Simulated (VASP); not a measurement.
Wanted: the native input for a VASP 6.6.1 run.

```yaml
Task: single point
Functional: RPBE
Potentials_or_basis: VASP PAW PBE potentials, release 64 (Na_pv)
Cutoff: 520 eV
k_mesh: 12 × 12 × 12
Occupations: fermi-dirac, width 0.05 eV
Spin: no spin polarisation
Dipole_correction: no
Further_INCAR_settings: ALGO = Normal; EDIFF = 1e-06; NBANDS = 10
```

The structure of Na lies in POSCAR:

```
Na
1.0
   -2.1040267987      2.1040267987      2.1040267987
    2.1040267987     -2.1040267987      2.1040267987
    2.1040267987      2.1040267987     -2.1040267987
Na
1
Direct
    0.0000000000      0.0000000000      0.0000000000
```

These files were run (other wordings do the same):

INCAR

```
  PREC = Accurate
  ENCUT = 520
  EDIFF = 1E-6
  ISMEAR = -1
  SIGMA = 0.05
  LREAL = False
  LASPH = True
  NELM = 60
  ALGO = Normal
  ISIF = 2
  LWAVE = False
  LCHARG = False
  GGA = RP
  NBANDS = 10
```

KPOINTS

```
Automatic mesh
0
Gamma
  12 12 12
```

Potentials or basis: VASP PAW PBE potentials, release 64 (Na_pv).

The run is started by

```console
$ cat potpaw_PBE.64/Na_pv/POTCAR > POTCAR
$ mpirun -np 1 vasp_std > vasp.out
```

It gave:

```json
{
 "Pressure": "0.5 GPa"
}
```

Caveat: the PAW data sets were made with another functional, which shifts forces and pressure a little.

Run time: 30 s on 1 thread of Intel Xeon 8259CL, with other jobs on the host, peak memory 0.16 GiB.
